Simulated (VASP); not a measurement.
PbF2, 3 atoms in the cell. The structure is cubic, space group Fm-3m (No. 225). The conventional cell has a = 5.892 Å, b = 5.892 Å, c = 5.892 Å, α = 90.00°, β = 90.00°, γ = 90.00°. Within 3.4 Å of Pb (site symmetry m-3m) lie 8 F at 2.55 Å. Within 3.4 Å of F (site symmetry -43m) lie 4 Pb at 2.55 Å and 6 F at 2.95 Å. 

| Item | Value |
| --- | --- |
| Program | VASP 6.6.1 |
| Task | single point |
| Functional | r2SCAN |
| Potentials or basis | VASP PAW PBE potentials, release 64 (Pb_d, F) |
| Cutoff | 520 eV |
| k mesh | 6 × 6 × 6 |
| Occupations | gaussian, width 0.01 eV |
| Spin | no spin polarisation |
| Dipole correction | no |
| Further INCAR settings | ALGO = Normal; EDIFF = 1e-06; NBANDS = 21 |

Potentials or basis: VASP PAW PBE potentials, release 64 (Pb_d, F).

Run with:

```bash
$ cat potpaw_PBE.64/Pb_d/POTCAR potpaw_PBE.64/F/POTCAR > POTCAR
$ cp INCAR.step1 INCAR
$ mpirun -np 1 vasp_std > vasp.out
$ cp INCAR.step2 INCAR
$ mpirun -np 1 vasp_std > vasp.out
```

Hardware: 1 thread of AMD EPYC 7R43 64-Core Processor (Zen 3), with other jobs on the host.

Problem. How long does it take, and how much memory?

Solution. Wall time 94 s on 1 thread of AMD EPYC 7R43 64-Core Processor (Zen 3), with other jobs on the host, peak memory 0.15 GiB. Counts: k points 16.
